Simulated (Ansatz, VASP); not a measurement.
# One calculation of ZrB2W3, two programs

```
CELL_PARAMETERS angstrom
4.10088 0.00000 0.00000
-2.05044 3.55147 0.00000
0.00000 0.00000 5.95402
ATOMIC_POSITIONS crystal
Zr 0.00000 0.00000 0.00000
B 0.66667 0.33333 0.73168
B 0.33333 0.66667 0.26832
W 0.66667 0.33333 0.32925
W 0.33333 0.66667 0.67075
W 0.00000 0.00000 0.50000
```

Change from the starting cell: species swapped into the Li3LaBi2 type (P-3m1, No. 164).

Alike in both runs: functional PBE; k mesh 12 × 12 × 6; occupations gaussian, width 0.1 eV; no spin polarisation.

Ansatz relaxed the structure, and its values are those at the end. VASP's run is a single point on that final structure, the one shown.

|  | VASP | Ansatz |
| --- | --- | --- |
| version | VASP 6.6.1 | Ansatz 0.2.0 |
| potentials or method | VASP PAW PBE potentials, release 64 (Zr_sv, B, W_sv), cutoff 520 eV | scalar-relativistic, plane waves, PAW |
| valence electrons in the cell | 60 | 60 |

Ansatz gave:

```
gap on the k mesh at the Fermi level (eV) : none
pressure (GPa)                            : 0.0
rms of the force components (eV/Å)        : 0.001
```

Task: Estimate VASP's values.

Result: gap on the k mesh at the Fermi level (eV): none; pressure (GPa): 0.5; rms of the force components (eV/Å): 0.017.

A gap of «none» marks a metal or a gap that the smearing closes. The functional is the same, so the differences come from potentials, cutoffs and numerics.

Spin-orbit coupling is off throughout.
